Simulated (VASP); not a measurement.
# NaCl in VASP: notebook

NaCl is run at these levels: PBE; tasks: single point.

Everything below comes from runs of VASP 6.6.1. Logs are shortened: lines on timing, memory, paths and dates and some standing lists are left out, and cuts for length are marked.

### Step 1. The cell of the first run

The typed cell holds 4 atoms: a = 4.682 Å, b = 4.682 Å, c = 5.543 Å, α = 90.00°, β = 90.00°, γ = 120.00°.

### Step 2. Single point, PBE (26.31 Å³/atom)

INCAR reads:

```
SYSTEM = NaCl
ALGO = Normal ; EDIFF = 1E-6
ENCUT = 520 ; GGA = PE
ISIF = 2 ; ISMEAR = 0
LASPH = .True. ; LCHARG = .False.
LREAL = .False. ; LWAVE = .False.
NBANDS = 22 ; NELM = 100
PREC = Accurate ; SIGMA = 0.01
```

KPOINTS reads:

```
k-points
0
Gamma
  6 6 4
  0 0 0
```

POSCAR reads:

```
NaCl
1.0
    4.6823664934      0.0000000000      0.0000000000
   -2.3411832467      4.0550483331      0.0000000000
    0.0000000000      0.0000000000      5.5425597834
Na Cl
2 2
Direct
    0.3333333333      0.6666666667     -0.0625106965
    0.6666666667      0.3333333333      0.4374893035
    0.3333333333      0.6666666667      0.4375106965
    0.6666666667      0.3333333333      0.9375106965
```

Potentials or basis: VASP PAW PBE potentials, release 64 (Na_pv, Cl).

Launch:

```sh
> cat potpaw_PBE.64/Na_pv/POTCAR potpaw_PBE.64/Cl/POTCAR > POTCAR
> mpirun -np 1 vasp_std > vasp.out
```

OUTCAR:

```text
SYSTEM = NaCl
   EDIFF = 1E-6
   ENCUT = 520
   GGA = PE
   ISIF = 2
   ISMEAR = 0
   LASPH = .True.
   LREAL = .False.
   NELM = 100
   PREC = Accurate

 ion  position               nearest neighbor table
   1  0.333  0.667  0.937-   4 2.70   4 2.70   4 2.70
   2  0.667  0.333  0.437-   3 2.70   3 2.70   3 2.70
   3  0.333  0.667  0.438-   2 2.70   2 2.70   2 2.70
   4  0.667  0.333  0.938-   1 2.70   1 2.70   1 2.70

  LATTYP: Found a hexagonal cell.
 ALAT       =     4.6823664934
 C/A-ratio  =     1.1837090905

  Lattice vectors:

 A1 = (   4.6823664934,   0.0000000000,   0.0000000000)
 A2 = (  -2.3411832467,   4.0550483331,   0.0000000000)
 A3 = (   0.0000000000,   0.0000000000,   5.5425597834)

Analysis of symmetry for initial positions (statically):
=====================================================================
 Subroutine PRICEL returns:
 Original cell was already a primitive cell.

 Routine SETGRP: Setting up the symmetry group for a
 hexagonal supercell.

 Subroutine GETGRP returns: Found 12 space group operations
 (whereof  6 operations were pure point group operations)
 out of a pool of 24 trial point group operations.

The static configuration has the point symmetry C_3v.
 The point group associated with its full space group is C_6v.

Analysis of symmetry for dynamics (positions and initial velocities):
=====================================================================
 Subroutine PRICEL returns:
 Original cell was already a primitive cell.

 Routine SETGRP: Setting up the symmetry group for a
 hexagonal supercell.

 Subroutine GETGRP returns: Found 12 space group operations
 (whereof  6 operations were pure point group operations)
 out of a pool of 24 trial point group operations.

The dynamic configuration has the point symmetry C_3v.
 The point group associated with its full space group is C_6v.

 Subroutine INISYM returns: Found 12 space group operations
 (whereof  6 operations are pure point group operations),
 and found     1 'primitive' translations

----------------------------------------------------------------------------------------

                                     Primitive cell

  volume of cell :     105.2378

  direct lattice vectors                    reciprocal lattice vectors
     4.682366493  0.000000000  0.000000000     0.213567221  0.123303093  0.000000000
    -2.341183247  4.055048333  0.000000000     0.000000000  0.246606185  0.000000000
     0.000000000  0.000000000  5.542559783     0.000000000  0.000000000  0.180422050

  length of vectors
     4.682366493  4.682366493  5.542559783     0.246606185  0.246606185  0.180422050

  position of ions in fractional coordinates (direct lattice)
     0.333333333  0.666666667  0.937489304
     0.666666667  0.333333333  0.437489304
     0.333333333  0.666666667  0.437510696
     0.666666667  0.333333333  0.937510696

  ion indices of the primitive-cell ions
   primitive index   ion index
                 1           1
                 2           2
                 3           3
                 4           4

----------------------------------------------------------------------------------------

 KPOINTS: k-points

Automatic generation of k-mesh.
 Grid dimensions read from file:
 generate k-points for:    6    6    4

 Generating k-lattice:

  Cartesian coordinates                     Fractional coordinates (reciprocal lattice)
     0.035594537  0.020550515  0.000000000     0.166666667  0.000000000  0.000000000
     0.000000000  0.041101031  0.000000000     0.000000000  0.166666667  0.000000000
     0.000000000  0.000000000  0.045105513     0.000000000  0.000000000  0.250000000

  Length of vectors
     0.041101031  0.041101031  0.045105513

  Shift w.r.t. Gamma in fractional coordinates (k-lattice)
     0.000000000  0.000000000  0.000000000

 Subroutine IBZKPT returns following result:
 ===========================================

 Found     21 irreducible k-points:

 Following reciprocal coordinates:
            Coordinates               Weight
  0.000000  0.000000  0.000000      1.000000
  0.166667 -0.000000  0.000000      6.000000
  0.333333 -0.000000  0.000000      6.000000
  0.500000  0.000000  0.000000      3.000000
  0.166667  0.166667  0.000000      6.000000
  0.333333  0.166667  0.000000     12.000000
[... 13 lines left out ...]
  0.333333  0.166667  0.500000     12.000000
  0.333333  0.333333  0.500000      2.000000
   k-points           NKPTS =     21   k-points in BZ     NKDIM =     21   number of bands    NBANDS=     22
   number of dos      NEDOS =    301   number of ions     NIONS =      4
   total plane-waves  NPLWV =  54432
   dimension x,y,z NGX =    36 NGY =   36 NGZ =   42
   dimension x,y,z NGXF=    72 NGYF=   72 NGZF=   84
   ions per type =               2   2
   NGX,Y,Z   is equivalent  to a cutoff of  12.78, 12.78, 12.60 a.u.
   NGXF,Y,Z  is equivalent  to a cutoff of  25.56, 25.56, 25.20 a.u.
 SYSTEM =  NaCl
   PREC   = accura    normal or accurate (medium, high low for compatibility)
   ISTART =      0    job   : 0-new  1-cont  2-samecut
   ICHARG =      2    charge: 1-file 2-atom 10-const
   ISPIN  =      1    spin polarized calculation?
   LNONCOLLINEAR =      F non collinear calculations
   LSORBIT =      F    spin-orbit coupling
   LASPH  =      T    aspherical Exc in radial PAW
   ENCUT  =  520.0 eV  38.22 Ry    6.18 a.u.   8.71  8.71 10.31*2*pi/ulx,y,z
   NELM   =    100;   NELMIN=  2; NELMDL= -5     # of ELM steps
   EDIFF  = 0.1E-05   stopping-criterion for ELM
   LREAL  =      F    real-space projection
   EDIFFG = 0.1E-04   stopping-criterion for IOM
   NSW    =      0    number of steps for IOM
   IBRION =     -1    ionic relax: 0-MD 1-quasi-New 2-CG
   NFREE  =      0    steps in history (QN), initial steepest desc. (CG)
   ISIF   =      2    stress and relaxation
   ISYM   =      2    0-nonsym 1-usesym 2-fastsym
   POTIM  = 0.5000    time-step for ionic-motion
   TEBEG  =    0.0;   TEEND  =   0.0 temperature during run
   PSTRESS=    0.0 pullay stress
   NELECT =      28.0000    total number of electrons
   NUPDOWN=      -1.0000    fix difference up-down
   EMIN   =  10.00;   EMAX   =-10.00  energy-range for DOS
   EFERMI =   0.00;   METHOD = LEGACY
   ISMEAR =     0;   SIGMA  =   0.01  broadening in eV -4-tet -1-fermi 0-gaus
   EFERMI_NEDOS =   21; number of points for ismear=-14 and -15
   IALGO  =     38    algorithm
   IMIX   =      4    mixing-type and parameters
     AMIX     =   0.40;   BMIX     =  1.00
     AMIX_MAG =   1.60;   BMIX_MAG =  1.00
  volume/ion in A,a.u.               =      26.31       177.54
  Fermi-wavevector in a.u.,A,eV,Ry     =   1.052940  1.989768 15.084539  1.108682
  Thomas-Fermi vector in A             =   2.188042
   LORBIT       =      0    0 simple, 1 ext, 2 COOP (PROOUT), +10 PAW based schemes
   GGA     = PE    functional components
   LHFCALC =     F    Hartree Fock is set to
   AEXX    =    0.0000 exact exchange contribution
   IVDW    =     0    specifies the selected vdW correction
   LEPSILON=     F    determine dielectric tensor
   LRPA    =     F    only Hartree local field effects (RPA)
 non-spin polarized calculation
 Gauss-broadening in eV      SIGMA  =   0.01
  energy-cutoff  :      520.00
  volume of cell :      105.24
 maximum number of plane-waves:      2865
 NGX is ok and might be reduce to    36
   NGX = 17   NGY = 17   NGZ = 21

 number of electron      28.0000011 magnetization

 Free energy of the ion-electron system (eV)
  ---------------------------------------------------
  ext. energy  EPLUGINS =         0.00000000
  ---------------------------------------------------
  free energy    TOTEN  =       -13.40367033 eV

  energy without entropy =      -13.40367033  energy(sigma->0) =      -13.40367033

 E-fermi :  -1.4650     XC(G=0):  -7.3000

 val. band max:       -1.5751297047   @ k =   0.0000   0.0000   0.0000
 cond. band min:       3.3062017925   @ k =   0.0000   0.0000   0.0000
 fundamental gap:      4.8813314971
 Fermi energy:        -1.4649652417

 k-point     1 :       0.0000    0.0000    0.0000
  band No.  band energies     occupation
      1     -22.4021      2.00000
      2     -22.4018      2.00000
      3     -22.4018      2.00000
      4     -22.3933      2.00000
      5     -22.3933      2.00000
      6     -22.3800      2.00000
[... 14 lines left out ...]
     21       9.3941      0.00000
     22       9.7306      0.00000

 k-point     2 :       0.1667   -0.0000    0.0000
  band No.  band energies     occupation
      1     -22.4034      2.00000
      2     -22.4024      2.00000
      3     -22.4007      2.00000
      4     -22.3956      2.00000
      5     -22.3932      2.00000
      6     -22.3812      2.00000
[... 14 lines left out ...]
     21       9.2563      0.00000
     22       9.5548      0.00000

 k-point     3 :       0.3333   -0.0000    0.0000
  band No.  band energies     occupation
      1     -22.4066      2.00000
      2     -22.4036      2.00000
      3     -22.4003      2.00000
      4     -22.3972      2.00000
      5     -22.3931      2.00000
      6     -22.3844      2.00000
[... 14 lines left out ...]
     21       9.6406      0.00000
     22       9.9445      0.00000
[... 401 lines left out ...]
 k-point    20 :       0.3333    0.1667    0.5000
  band No.  band energies     occupation
      1     -22.4136      2.00000
      2     -22.4136      2.00000
      3     -22.3992      2.00000
      4     -22.3992      2.00000
      5     -22.3847      2.00000
      6     -22.3847      2.00000
[... 14 lines left out ...]
     21       9.9113      0.00000
     22       9.9113      0.00000

 k-point    21 :       0.3333    0.3333    0.5000
  band No.  band energies     occupation
      1     -22.4146      2.00000
      2     -22.4146      2.00000
      3     -22.3999      2.00000
      4     -22.3999      2.00000
      5     -22.3840      2.00000
      6     -22.3840      2.00000
[... 14 lines left out ...]
     21      10.5006      0.00000
     22      10.5007      0.00000

------------------------ aborting loop because EDIFF is reached ----------------------------------------

  FORCE on cell =-STRESS in cart. coord.  units (eV):
  Direction    XX          YY          ZZ          XY          YZ          ZX
  --------------------------------------------------------------------------------------
  -------------------------------------------------------------------------------------
  Total        0.8420406      0.8420406      0.9444088      0.0000000      0.0000000      0.0000000
  in kB       12.8195201     12.8195201     14.3780100      0.0000000      0.0000000      0.0000000
  external PRESSURE =      13.3390167 kB  Pullay stress =       0.0000000 kB

 VOLUME and BASIS-vectors are now :
 -----------------------------------------------------------------------------
  energy-cutoff  :      520.00
  volume of cell :      105.24
      direct lattice vectors                 reciprocal lattice vectors
     4.682366493  0.000000000  0.000000000     0.213567221  0.123303093  0.000000000
    -2.341183247  4.055048333  0.000000000     0.000000000  0.246606185  0.000000000
     0.000000000  0.000000000  5.542559783     0.000000000  0.000000000  0.180422050

 POSITION                                       TOTAL-FORCE (eV/Angst)
 -----------------------------------------------------------------------------------
     -0.00000      2.70337      5.19609         0.000000      0.000000      0.000181
      2.34118      1.35168      2.42481         0.000000      0.000000      0.000181
     -0.00000      2.70337      2.42493         0.000000      0.000000     -0.000181
      2.34118      1.35168      5.19621        -0.000000      0.000000     -0.000181
 -----------------------------------------------------------------------------------
    total drift:                               -0.000000     -0.000000     -0.000421

  FREE ENERGIE OF THE ION-ELECTRON SYSTEM (eV)
  ---------------------------------------------------
  free  energy   TOTEN  =       -13.4036703274 eV

  energy  without entropy=      -13.4036703274  energy(sigma->0) =      -13.40367033
```

It took 20 s on 1 thread of Intel Xeon 6975P-C (Granite Rapids), shared host; peak memory 0.23 GiB.

What came out:

| Quantity | Value |
| --- | --- |
| Free energy | -13.4037 eV |
| Pressure | 1.3 GPa |
| Band gap on the k mesh | 4.88 eV |

Stress tensor (GPa, compression positive):
```
1.28 0.00 0.00
0.00 1.28 0.00
0.00 0.00 1.44
```

### Step 3. Single point, PBE (27.15 Å³/atom)

This run uses another cell than the first one, of 27.15 Å³/atom.

INCAR reads:

```
SYSTEM = NaCl
PREC = Accurate
ENCUT = 520
EDIFF = 1E-6
ISMEAR = 0
SIGMA = 0.01
LREAL = .False.
LASPH = .True.
NELM = 100
ALGO = Normal
ISIF = 2
LWAVE = .False.
LCHARG = .True.
GGA = PE
LELF = .True.
LVHAR = .True.
NBANDS = 22
```

KPOINTS reads:

```
regular mesh
0
Gamma
  6 6 4
  0 0 0
```

POSCAR reads:

```
NaCl
1.0
    4.7316581840      0.0000000000      0.0000000000
   -2.3658290920      4.0977361894      0.0000000000
    0.0000000000      0.0000000000      5.6009068057
Na Cl
2 2
Direct
    0.3333333333      0.6666666667     -0.0625106965
    0.6666666667      0.3333333333      0.4374893035
    0.3333333333      0.6666666667      0.4375106965
    0.6666666667      0.3333333333      0.9375106965
```

Potentials or basis: VASP PAW PBE potentials, release 64 (Na_pv, Cl).

Launch:

```sh
> cat potpaw_PBE.64/Na_pv/POTCAR potpaw_PBE.64/Cl/POTCAR > POTCAR
> mpirun -np 1 vasp_std > vasp.out
```

Wall time 22 s (1 thread of Intel Xeon 6975P-C (Granite Rapids), shared host); peak memory 0.23 GiB.

The run converged. Its results:

* Free energy: -13.4247 eV
* Pressure: 0.6 GPa
* Band gap on the k mesh: 4.81 eV

Levels at points of the mesh, in eV from the valence-band top:
| k point | band 12 | band 13 | band 14 | band 15 | band 16 | band 17 |
| --- | --- | --- | --- | --- | --- | --- |
| (0.00, 0.00, 0.00) | -0.32 | -0.32 | 0.00 | 4.81 | 7.63 | 9.77 |
| (0.50, 0.00, 0.00) | -0.78 | -0.51 | -0.23 | 7.26 | 7.55 | 8.81 |
| (0.00, 0.00, 0.50) | -0.55 | -0.55 | -0.55 | 6.58 | 6.58 | 9.67 |
| (0.50, 0.00, 0.50) | -0.64 | -0.26 | -0.26 | 7.33 | 7.33 | 9.81 |

A k mesh can miss the band edges.

[end of part 1 of 2]
